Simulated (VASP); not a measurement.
Write the native input for VASP 6.6.1 that does the following.

```yaml
Task: single point
Functional: LDA
Potentials_or_basis: VASP PAW LDA potentials, release 64 (Pd)
Cutoff: 520 eV
k_mesh: 14 × 14 × 14
Occupations: gaussian, width 0.01 eV
Spin: no spin polarisation
Dipole_correction: no
Further_INCAR_settings: ALGO = Normal; EDIFF = 1e-07; NBANDS = 11
```

The structure of Pd lies in POSCAR:

```
Pd
1.0
    0.0000000000      1.9211411165      1.9211411165
    1.9211411165      0.0000000000      1.9211411165
    1.9211411165      1.9211411165      0.0000000000
Pd
1
Direct
    0.0000000000      0.0000000000      0.0000000000
```

The input as run:

INCAR

```
ALGO     = Normal         # electronic algorithm
EDIFF    = 1E-7           # SCF threshold, eV
ENCUT    = 520            # plane-wave cutoff, eV
GGA      = CA             # functional
ISIF     = 2              # what is computed and relaxed
ISMEAR   = 0              # smearing method
LASPH    = T              # aspherical terms in the spheres
LCHARG   = F              # write CHGCAR
LREAL    = F              # projectors in reciprocal space
LWAVE    = F              # write WAVECAR
NBANDS   = 11             # bands
NELM     = 100            # most SCF steps
PREC     = Accurate       # precision mode
SIGMA    = 0.01           # smearing width, eV
```

KPOINTS

```
k-points
0
Gamma
  14 14 14
```

Potentials or basis: VASP PAW LDA potentials, release 64 (Pd).

Launch:

```sh
$ cat potpaw_LDA.64/Pd/POTCAR > POTCAR
$ mpirun -np 1 vasp_std > vasp.out
```

It gave:

```json
{"Pressure": "-0.2 GPa", "Band gap on the k mesh": "zero (band 5 reaches 10.60 eV, above the bottom of band 6 at 8.90 eV)"}
```

Wall time 7.6 s on 1 thread of Intel(R) Xeon(R) Platinum 8488C (Sapphire Rapids), on a shared host, peak memory 0.13 GiB.
